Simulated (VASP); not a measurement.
# TiAl (Amm2) in VASP: single point with PBEsol

Aim: the single point of TiAl with PBEsol.

All numbers are computed with VASP 6.6.1; they aren't measurements. Logs are shortened: lines on timing, memory, paths and dates and some standing lists are left out, and cuts for length are marked.

### 1 The cell of the first run

The structure is orthorhombic, space group Amm2 (No. 38). Conventional cell: a = 4.619 Å, b = 2.848 Å, c = 4.932 Å, α = 90.00°, β = 90.00°, γ = 90.00°. Within 3.7 Å of Ti (site symmetry mm2) lie 6 Al at 2.80 to 2.91 Å and 6 Ti at 2.85 Å. Al (site symmetry mm2) has 6 Ti at 2.80 to 2.91 Å and 6 Al at 2.85 Å within 3.7 Å.

### 2 Single point, PBEsol (atoms displaced along a vibrational mode)

Contents of INCAR:

```
SYSTEM = TiAl
  PREC = Accurate
  ENCUT = 520
  EDIFF = 1E-6
  ISMEAR = 0
  SIGMA = 0.15
  LREAL = .FALSE.
  LASPH = .TRUE.
  NELM = 80
  ALGO = Fast
  ISIF = 2
  LWAVE = .FALSE.
  LCHARG = .FALSE.
  GGA = PS
  NBANDS = 23
```

Contents of KPOINTS:

```
Automatic mesh
0
G
  16 16 16
  0 0 0
```

Contents of POSCAR:

```
TiAl
1.0
   -2.8475477342      0.0000000000      0.0000000000
    0.0000000000      4.9320973526      0.0000000000
    1.4237738671     -2.4660486763     -4.6191923826
Ti Al
2 2
Direct
    0.5000000000      0.4902855597      0.0000000000
    0.0000000000     -0.0097144403      0.0000000000
    0.7500000000      0.1005673808      0.5000000000
    0.2500000000      0.6005673808      0.5000000000
```

Potentials or basis: VASP PAW PBE potentials, release 64 (Ti_sv, Al).

Launch:

```bash
cat potpaw_PBE.64/Ti_sv/POTCAR potpaw_PBE.64/Al/POTCAR > POTCAR
mpirun -np 1 vasp_std > vasp.out
```

OUTCAR:

```text
SYSTEM = TiAl
   PREC = Accurate
   ENCUT = 520
   EDIFF = 1E-6
   ISMEAR = 0
   LREAL = .FALSE.
   LASPH = .TRUE.
   NELM = 80
   ISIF = 2
   GGA = PS

 ion  position               nearest neighbor table
   1  0.500  0.490  0.000-   4 2.80   3 2.80   4 2.80   3 2.80   2 2.85   2 2.85   2 2.85   2 2.85
                             3 2.91   4 2.91
   2  0.000  0.990  0.000-   3 2.80   4 2.80   3 2.80   4 2.80   1 2.85   1 2.85   1 2.85   1 2.85
                             3 2.91   4 2.91
   3  0.750  0.101  0.500-   1 2.80   2 2.80   1 2.80   2 2.80   4 2.85   4 2.85   4 2.85   4 2.85
                             1 2.91   2 2.91
   4  0.250  0.601  0.500-   2 2.80   1 2.80   2 2.80   1 2.80   3 2.85   3 2.85   3 2.85   3 2.85
                             2 2.91   1 2.91

  LATTYP: Found a body centered orthorhombic cell.
 ALAT       =     2.8475477342
 B/A-ratio  =     1.7320508076
 C/A-ratio  =     3.2443300789

  Lattice vectors:

 A1 = (  -1.4237738671,   2.4660486763,   4.6191923826)
 A2 = (   1.4237738671,  -2.4660486763,   4.6191923826)
 A3 = (   1.4237738671,   2.4660486763,  -4.6191923826)

Analysis of symmetry for initial positions (statically):
=====================================================================
 Subroutine PRICEL returns following result:

  LATTYP: Found a hexagonal cell.
 ALAT       =     2.8475477342
 C/A-ratio  =     1.6221650395

  Lattice vectors:

 A1 = (   2.8475477342,   0.0000000000,   0.0000000000)
 A2 = (  -1.4237738671,  -2.4660486763,   0.0000000000)
 A3 = (   0.0000000000,  -0.0000000000,  -4.6191923826)

   2 primitive cells build up your supercell.

 Routine SETGRP: Setting up the symmetry group for a
 body centered orthorhombic supercell.

 Subroutine GETGRP returns: Found  4 space group operations
 (whereof  4 operations were pure point group operations)
 out of a pool of  8 trial point group operations.

The static configuration has the point symmetry C_2v.

Analysis of symmetry for dynamics (positions and initial velocities):
=====================================================================
 Subroutine PRICEL returns following result:

  LATTYP: Found a hexagonal cell.
 ALAT       =     2.8475477342
 C/A-ratio  =     1.6221650395

  Lattice vectors:

 A1 = (   2.8475477342,   0.0000000000,   0.0000000000)
 A2 = (  -1.4237738671,  -2.4660486763,   0.0000000000)
 A3 = (   0.0000000000,  -0.0000000000,  -4.6191923826)

   2 primitive cells build up your supercell.

 Routine SETGRP: Setting up the symmetry group for a
 body centered orthorhombic supercell.

 Subroutine GETGRP returns: Found  4 space group operations
 (whereof  4 operations were pure point group operations)
 out of a pool of  8 trial point group operations.

The dynamic configuration has the point symmetry C_2v.

 Subroutine INISYM returns: Found  4 space group operations
 (whereof  4 operations are pure point group operations),
 and found     2 'primitive' translations

----------------------------------------------------------------------------------------

                                     Primitive cell

  volume of cell :      32.4369

  direct lattice vectors                    reciprocal lattice vectors
     2.847547734  0.000000000  0.000000000     0.351179363 -0.202753500  0.000000000
    -1.423773867 -2.466048676  0.000000000     0.000000000 -0.405507000  0.000000000
     0.000000000 -0.000000000 -4.619192383     0.000000000  0.000000000 -0.216488061

  length of vectors
     2.847547734  2.847547734  4.619192383     0.405507000  0.405507000  0.216488061

  position of ions in fractional coordinates (direct lattice)
     0.009714440  0.019428881  0.000000000
     0.649432619  0.298865238  0.500000000

  ion indices of the primitive-cell ions
   primitive index   ion index
                 1           1
                 2           4

----------------------------------------------------------------------------------------

 KPOINTS: Automatic mesh

Automatic generation of k-mesh.
 Grid dimensions read from file:
 generate k-points for:   16   16   16

 Generating k-lattice:

  Cartesian coordinates                     Fractional coordinates (reciprocal lattice)
    -0.021948710  0.000000000 -0.006765252     0.062500000  0.000000000  0.000000000
     0.000000000  0.012672094 -0.006765252     0.000000000  0.062500000  0.000000000
     0.000000000  0.000000000 -0.013530504     0.000000000  0.000000000  0.062500000

  Length of vectors
     0.022967684  0.014364908  0.013530504

  Shift w.r.t. Gamma in fractional coordinates (k-lattice)
     0.000000000  0.000000000  0.000000000

 Subroutine IBZKPT returns following result:
 ===========================================

 Found    621 irreducible k-points:

 Following reciprocal coordinates:
            Coordinates               Weight
  0.000000  0.000000  0.000000      1.000000
  0.062500  0.000000  0.000000      4.000000
  0.125000  0.000000  0.000000      4.000000
  0.187500  0.000000  0.000000      4.000000
  0.250000  0.000000  0.000000      4.000000
  0.312500  0.000000  0.000000      4.000000
[... 16 lines left out ...]
 -0.187500  0.062500  0.000000      8.000000
 -0.125000  0.062500 -0.000000      8.000000
 [... further k-points ...]
   k-points           NKPTS =    621   k-points in BZ     NKDIM =    621   number of bands    NBANDS=     23
   number of dos      NEDOS =    301   number of ions     NIONS =      4
   total plane-waves  NPLWV =  38400
   dimension x,y,z NGX =    24 NGY =   40 NGZ =   40
   dimension x,y,z NGXF=    48 NGYF=   80 NGZF=   80
   ions per type =               2   2
   NGX,Y,Z   is equivalent  to a cutoff of  14.01, 13.48, 12.25 a.u.
   NGXF,Y,Z  is equivalent  to a cutoff of  28.02, 26.97, 24.51 a.u.
 SYSTEM =  TiAl
   PREC   = accura    normal or accurate (medium, high low for compatibility)
   ISTART =      0    job   : 0-new  1-cont  2-samecut
   ICHARG =      2    charge: 1-file 2-atom 10-const
   ISPIN  =      1    spin polarized calculation?
   LNONCOLLINEAR =      F non collinear calculations
   LSORBIT =      F    spin-orbit coupling
   LASPH  =      T    aspherical Exc in radial PAW
   ENCUT  =  520.0 eV  38.22 Ry    6.18 a.u.   5.29  9.17 10.09*2*pi/ulx,y,z
   NELM   =     80;   NELMIN=  2; NELMDL= -5     # of ELM steps
   EDIFF  = 0.1E-05   stopping-criterion for ELM
   LREAL  =      F    real-space projection
   EDIFFG = 0.1E-04   stopping-criterion for IOM
   NSW    =      0    number of steps for IOM
   IBRION =     -1    ionic relax: 0-MD 1-quasi-New 2-CG
   NFREE  =      0    steps in history (QN), initial steepest desc. (CG)
   ISIF   =      2    stress and relaxation
   ISYM   =      2    0-nonsym 1-usesym 2-fastsym
   POTIM  = 0.5000    time-step for ionic-motion
   TEBEG  =    0.0;   TEEND  =   0.0 temperature during run
   PSTRESS=    0.0 pullay stress
   NELECT =      30.0000    total number of electrons
   NUPDOWN=      -1.0000    fix difference up-down
   EMIN   =  10.00;   EMAX   =-10.00  energy-range for DOS
   EFERMI =   0.00;   METHOD = LEGACY
   ISMEAR =     0;   SIGMA  =   0.15  broadening in eV -4-tet -1-fermi 0-gaus
   EFERMI_NEDOS =   21; number of points for ismear=-14 and -15
   IALGO  =     68    algorithm
   IMIX   =      4    mixing-type and parameters
     AMIX     =   0.40;   BMIX     =  1.00
     AMIX_MAG =   1.60;   BMIX_MAG =  1.00
  volume/ion in A,a.u.               =      16.22       109.45
  Fermi-wavevector in a.u.,A,eV,Ry     =   1.265977  2.392349 21.806013  1.602697
  Thomas-Fermi vector in A             =   2.399202
   LORBIT       =      0    0 simple, 1 ext, 2 COOP (PROOUT), +10 PAW based schemes
   GGA     = PS    functional components
   LHFCALC =     F    Hartree Fock is set to
   AEXX    =    0.0000 exact exchange contribution
   IVDW    =     0    specifies the selected vdW correction
   LEPSILON=     F    determine dielectric tensor
   LRPA    =     F    only Hartree local field effects (RPA)
 non-spin polarized calculation
 RMM-DIIS sequential band-by-band and
 Gauss-broadening in eV      SIGMA  =   0.15
  energy-cutoff  :      520.00
  volume of cell :       64.87
 maximum number of plane-waves:      1771
 NGX is ok and might be reduce to    24
   NGX = 11   NGY = 19   NGZ = 21

 number of electron      30.0000003 magnetization

 Free energy of the ion-electron system (eV)
  ---------------------------------------------------
  ext. energy  EPLUGINS =         0.00000000
  ---------------------------------------------------
  free energy    TOTEN  =       -25.85905123 eV

  energy without entropy =      -25.80022923  energy(sigma->0) =      -25.82964023

 E-fermi :   8.0398     XC(G=0): -11.1457

 val. band max:        8.0393814645   @ k =  -0.3750   0.1875   0.0000
 cond. band min:       8.0399186720   @ k =  -0.1250   0.3125   0.0000
 fundamental gap:      0.0005372075
 Fermi energy:         8.0397679284

 k-point     1 :       0.0000    0.0000    0.0000
  band No.  band energies     occupation
      1     -48.1921      2.00000
      2     -48.0868      2.00000
      3     -24.7992      2.00000
      4     -24.6202      2.00000
      5     -24.5201      2.00000
      6     -24.3104      2.00000
[... 15 lines left out ...]
     22      11.0248      0.00000
     23      12.1292      0.00000

 k-point     2 :       0.0625    0.0000    0.0000
  band No.  band energies     occupation
      1     -48.1891      2.00000
      2     -48.0858      2.00000
      3     -24.7915      2.00000
      4     -24.6173      2.00000
      5     -24.5191      2.00000
      6     -24.3259      2.00000
[... 15 lines left out ...]
     22      11.0717      0.00000
     23      12.1731      0.00000

 k-point     3 :       0.1250    0.0000    0.0000
  band No.  band energies     occupation
      1     -48.1805      2.00000
      2     -48.0831      2.00000
      3     -24.7692      2.00000
      4     -24.6089      2.00000
      5     -24.5162      2.00000
      6     -24.3698      2.00000
[... 15 lines left out ...]
     22      11.1374      0.00000
     23      12.3334      0.00000

 k-point     4 :       0.1875    0.0000    0.0000
  band No.  band energies     occupation
      1     -48.1672      2.00000
      2     -48.0794      2.00000
      3     -24.7334      2.00000
      4     -24.5960      2.00000
      5     -24.5123      2.00000
      6     -24.4344      2.00000
[... 15 lines left out ...]
     22      11.1462      0.00000
     23      12.6556      0.00000

 k-point     5 :       0.2500    0.0000    0.0000
  band No.  band energies     occupation
      1     -48.1506      2.00000
      2     -48.0758      2.00000
      3     -24.6864      2.00000
      4     -24.5799      2.00000
      5     -24.5090      2.00000
      6     -24.5084      2.00000
[... 15 lines left out ...]
     22      11.1054      0.00000
     23      12.5770      0.00000

 k-point     6 :       0.3125    0.0000    0.0000
  band No.  band energies     occupation
      1     -48.1325      2.00000
      2     -48.0737      2.00000
      3     -24.6308      2.00000
      4     -24.5809      2.00000
      5     -24.5624      2.00000
      6     -24.5060      2.00000
[... 15 lines left out ...]
     22      11.0241      0.00000
     23      12.0797      0.00000

 k-point     7 :       0.3750    0.0000    0.0000
  band No.  band energies     occupation
      1     -48.1148      2.00000
      2     -48.0742      2.00000
      3     -24.6383      2.00000
      4     -24.5852      2.00000
      5     -24.5695      2.00000
      6     -24.5452      2.00000
[... 353 lines left out ...]
     22      11.1114      0.00000
     23      12.1592      0.00000

 k-point    21 :      -0.3125    0.0625   -0.0000
  band No.  band energies     occupation
      1     -48.1320      2.00000
      2     -48.0743      2.00000
      3     -24.6447      2.00000
      4     -24.5627      2.00000
      5     -24.5615      2.00000
      6     -24.5094      2.00000
[... 15 lines left out ...]
     22      11.1577      0.00000
     23      12.2976      0.00000

 k-point    22 :      -0.2500    0.0625    0.0000
  band No.  band energies     occupation
      1     -48.1499      2.00000
      2     -48.0765      2.00000
      3     -24.6867      2.00000
      4     -24.5789      2.00000
      5     -24.5093      2.00000
      6     -24.5034      2.00000
[... 15 lines left out ...]
     22      11.2281      0.00000
     23      12.7372      0.00000

 k-point    23 :      -0.1875    0.0625    0.0000
  band No.  band energies     occupation
      1     -48.1663      2.00000
      2     -48.0802      2.00000
      3     -24.7302      2.00000
      4     -24.5949      2.00000
      5     -24.5132      2.00000
      6     -24.4316      2.00000
[... 15 lines left out ...]
     22      11.2308      0.00000
     23      12.4693      0.00000

 k-point    24 :      -0.1250    0.0625   -0.0000
  band No.  band energies     occupation
      1     -48.1796      2.00000
      2     -48.0840      2.00000
      3     -24.7644      2.00000
      4     -24.6079      2.00000
      5     -24.5172      2.00000
      6     -24.3679      2.00000
[... 15 lines left out ...]
     22      11.1727      0.00000
     23      12.2415      0.00000

 [... further k-points ...]
[... 5 lines left out ...]
  --------------------------------------------------------------------------------------
  -------------------------------------------------------------------------------------
  Total        0.9429861     -0.9075677      0.1650703      0.0000000      0.0000000      0.0000000
  in kB       23.2888028    -22.4140792      4.0767205      0.0000000      0.0000000      0.0000000
  external PRESSURE =       1.6504814 kB  Pullay stress =       0.0000000 kB

 VOLUME and BASIS-vectors are now :
 -----------------------------------------------------------------------------
  energy-cutoff  :      520.00
  volume of cell :       64.87
      direct lattice vectors                 reciprocal lattice vectors
    -2.847547734  0.000000000  0.000000000    -0.351179363  0.000000000 -0.108244030
     0.000000000  4.932097353  0.000000000     0.000000000  0.202753500 -0.108244030
     1.423773867 -2.466048676 -4.619192383     0.000000000  0.000000000 -0.216488061

 POSITION                                       TOTAL-FORCE (eV/Angst)
 -----------------------------------------------------------------------------------
     -1.42377      2.41814      0.00000        -0.000000      0.232090     -0.000000
      0.00000      4.88418      0.00000        -0.000000      0.232090     -0.000000
     -1.42377     -0.73702     -2.30960         0.000000     -0.232090      0.000000
      0.00000      1.72903     -2.30960        -0.000000     -0.232090      0.000000
 -----------------------------------------------------------------------------------
    total drift:                               -0.000000      0.000136     -0.000001

  FREE ENERGIE OF THE ION-ELECTRON SYSTEM (eV)
  ---------------------------------------------------
  free  energy   TOTEN  =       -25.8590512349 eV

  energy  without entropy=      -25.8002292297  energy(sigma->0) =      -25.82964023
```

Run time: 68 min. Hardware: 1 thread of Intel Xeon 8259CL, shared host; peak memory 0.83 GiB.

What came out:

```
Free energy            : -25.8591 eV
Pressure               : 0.2 GPa
Largest force          : 0.232 eV/Å
Band gap on the k mesh : zero (bands 15 and 16 overlap by 1.15 eV)
```

Forces on the atoms (eV/Å):
```
Ti   0.000  0.232  0.000
Ti   0.000  0.232  0.000
Al   0.000 -0.232  0.000
Al   0.000 -0.232  0.000
```

Stress tensor (GPa, compression positive):
```
 2.33  0.00  0.00
 0.00 -2.24  0.00
 0.00  0.00  0.41
```

Caveat: the cell differs from its parent crystal (atoms displaced along a vibrational mode); the PAW data sets were made with another functional, which shifts forces and pressure a little.
